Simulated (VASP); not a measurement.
Runs of VASP 6.6.1 on Be. The structure is that of space group P6_3/mmc (No. 194), or close to it. The cells are those of the table. 

| cell | further INCAR settings | gap on the mesh (eV) | pressure (GPa) | largest force (eV/Å) |
| --- | --- | --- | --- | --- |
| a = 2.300, b = 2.386, c = 3.601 Å, angles 90.0, 90.0, 118.8°, 2 atoms | ALGO = Fast; EDIFF = 1e-07; NBANDS = 9 | none | (b) | 0.08 |
| a = 2.300, b = 2.214, c = 3.601 Å, angles 90.0, 90.0, 121.3°, 2 atoms | ALGO = Fast; EDIFF = 1e-06; NBANDS = 9 | none | 0.5 | 0.13 |
| a = 2.300, b = 2.430, c = 3.601 Å, angles 90.0, 90.0, 118.2°, 2 atoms | ALGO = Fast; EDIFF = 1e-06; NBANDS = 9 | none | (a) | 0.10 |
| a = 2.300, b = 2.171, c = 3.601 Å, angles 90.0, 90.0, 122.0°, 2 atoms | ALGO = Fast; EDIFF = 1e-06; NBANDS = 9 | none | 4.2 | 0.21 |
| a = 2.300, b = 2.343, c = 3.601 Å, angles 90.0, 90.0, 119.4°, 2 atoms | ALGO = Fast; EDIFF = 1e-06; NBANDS = 9 | none | -7.7 | 0.05 |
| a = 2.300, b = 2.257, c = 3.601 Å, angles 90.0, 90.0, 120.6°, 2 atoms | ALGO = Fast; EDIFF = 1e-06; NBANDS = 9 | none | -2.7 | 0.06 |

Alike in all rows: task single point; level PBEsol; potentials or basis VASP PAW PBE potentials, release 64 (Be); no spin polarisation; k mesh 24 × 24 × 14; cutoff (eV) 520; smearing gaussian 0.15 eV.

Fill in the values left out.

(a) -11.3; (b) -9.7.

Caveats: the PAW data sets were made with another functional, which shifts forces and pressure a little; the stress differs along the axes, from -18 to -5 GPa (at least some runs); the stress differs along the axes, from -5 to 10 GPa (at least some runs); the stress differs along the axes, from -23 to -5 GPa (at least some runs); the stress differs along the axes, from -4 to 21 GPa (at least some runs); the stress differs along the axes, from -12 to -5 GPa (at least some runs); the stress differs along the axes, from -5 to 2 GPa (at least some runs).

A gap of «none» marks levels without a gap at the run's occupations.
